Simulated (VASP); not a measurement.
Here is a VASP 6.6.1 calculation.

Contents of INCAR:

```
PREC = Accurate
ENCUT = 500
EDIFF = 1E-6
ISMEAR = 0
SIGMA = 0.15
LREAL = F
LASPH = T
NELM = 120
ALGO = Normal
ISIF = 2
LWAVE = F
LCHARG = F
NBANDS = 22
GGA_COMPAT = F
```

The input KPOINTS:

```
regular mesh
0
Gamma
  16 16 14
```

POSCAR

```
ZnPt
1.0
    2.8640000000     -0.0286400000      0.0000000000
   -0.0286400000      2.8640000000      0.0000000000
    0.0000000000      0.0000000000      3.5100000000
Zn Pt
1 1
Direct
    0.5000000000      0.5000000000      0.5000000000
    0.0000000000      0.0000000000      0.0000000000
```

Potentials or basis: VASP PAW LDA potentials, release 64 (Zn, Pt_sv_GW).

Command:

```sh
$ cat potpaw_LDA.64/Zn/POTCAR potpaw_LDA.64/Pt_sv_GW/POTCAR > POTCAR
$ mpirun -np 1 vasp_std > vasp.out
```

Task: Predict the pressure.

Result: -11.8 GPa.

Task: Predict the band gap on the k mesh.

Result: Zero (bands 15 and 16 overlap by 4.57 eV).

Stress tensor (GPa, compression positive):
```
-11.82   1.03   0.00
  1.03 -11.82   0.00
  0.00   0.00 -11.77
```

Caveat: the cell differs from its parent crystal (strain -0.0200 x Voigt [0, 0, 0, 0, 0, 1]); the cell stands under tension; spin-orbit coupling is left out, which moves the levels of the heavy elements.
